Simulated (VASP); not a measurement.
Input of a VASP 6.6.1 run:

The input INCAR:

```
PREC = Accurate
ENCUT = 600
EDIFF = 1E-6
ISMEAR = -1
SIGMA = 0.1
LREAL = False
LASPH = True
NELM = 60
ALGO = Normal
ISIF = 3
LWAVE = False
LCHARG = False
GGA = PE
IBRION = 2
NSW = 60
EDIFFG = -0.005
PSTRESS = 3700.0
```

File KPOINTS:

```
Automatic mesh
0
Gamma
  17 17 9
```

The input POSCAR:

```
Sb
1.0
    2.5477293876      0.0000000000      0.0000000000
   -1.2738646938      2.2063983717      0.0000000000
    0.0000000000      0.0000000000      4.1273216080
Sb
2
Direct
    0.3333333333      0.6666666667      0.2500000000
    0.6666666667      0.3333333333      0.7500000000
```

Potentials or basis: VASP PAW PBE potentials, release 64 (Sb).

Run with:

```sh
$ cat potpaw_PBE.64/Sb/POTCAR > POTCAR
$ mpirun -np 1 vasp_std > vasp.out
```

Problem. Estimate the relaxed cell.

Solution. a = 2.570 Å, b = 2.570 Å, c = 4.099 Å, α = 90.00°, β = 90.00°, γ = 120.00°.

Problem. What does it give for the relaxed volume?

Solution. 11.72 Å³/atom.

Problem. What does it give for the space group after relaxing (to 0.1 Å)?

Solution. P6_3/mmc (No. 194).

Problem. Estimate the band gap on the k mesh.

Solution. Zero (bands 5 and 6 overlap by 14.55 eV).

The path:
| step | energy change (eV) | largest force (eV/Å) | pressure (GPa) | volume (Å³) |
| --- | --- | --- | --- | --- |
| 1 | 0.0000 | 0.0000 | 384.12 | 23.20 |
| 2 | -6.6158 | 0.0000 | 227.60 | 26.78 |
| 3 | -0.7664 | 0.0000 | 365.49 | 23.53 |
| 4 | -0.6971 | 0.0000 | 367.17 | 23.50 |
| 5 | -0.1782 | 0.0000 | 379.45 | 23.28 |
| 6 | -0.5757 | 0.0000 | 370.11 | 23.44 |
| 7 | -0.5701 | 0.0000 | 370.25 | 23.44 |
| 8 | -0.5727 | 0.0000 | 370.19 | 23.44 |
| 9 | -0.6451 | 0.0000 | 368.43 | 23.47 |
| 10 | -0.5804 | 0.0000 | 370.00 | 23.44 |
| 11 | -0.5816 | 0.0000 | 369.97 | 23.44 |
| 12 | -0.5793 | 0.0000 | 370.03 | 23.44 |
| 13 | -0.5805 | 0.0000 | 370.00 | 23.44 |

Caveat: the cell is relaxed towards a set pressure, so the run minimises the enthalpy, not the energy; spin-orbit coupling is left out, which moves the levels of the heavy elements.
